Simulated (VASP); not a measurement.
The system is B4As3N.

```xyz
8
Lattice="3.2275 0.0000 0.0000 0.0000 3.2006 4.5372 0.0000 -3.2006 4.5372" Properties=species:S:1:pos:R:3 pbc="T T T"
N     0.0000    0.0000    0.0622
As    1.6137   -1.5616    2.2591
As    1.6137    1.5616    2.2591
As    0.0000    0.0000    4.5491
B     1.6137    0.0000    8.1208
B     0.0000    1.8226    5.5435
B     0.0000   -1.8226    5.5435
B     1.6137    0.0000    3.4233
```

Base run:

- Program: VASP 6.6.1
- Functional: PBE
- Potentials or basis: VASP PAW PBE potentials, release 64 (N, As, B)
- Cutoff: 600 eV
- k mesh: 8 × 6 × 6
- Occupations: fermi-dirac, width 0.02 eV
- Spin: no spin polarisation

Its results: band gap on the k mesh 0.12 eV, indirect (least direct gap 0.13 eV); pressure 3.0 GPa; largest force 0.212 eV/Å.

Problem. The run is repeated on the same cell with these changes: functional from PBE to r2SCAN; cutoff from 600 eV to 660 eV. What comes out?

Solution. Band gap on the k mesh 0.12 eV, direct; pressure 0.4 GPa; largest force 0.037 eV/Å.

Caveats: the PAW data sets were made with another functional, which shifts forces and pressure a little (some runs).

A k mesh can miss the band edges.
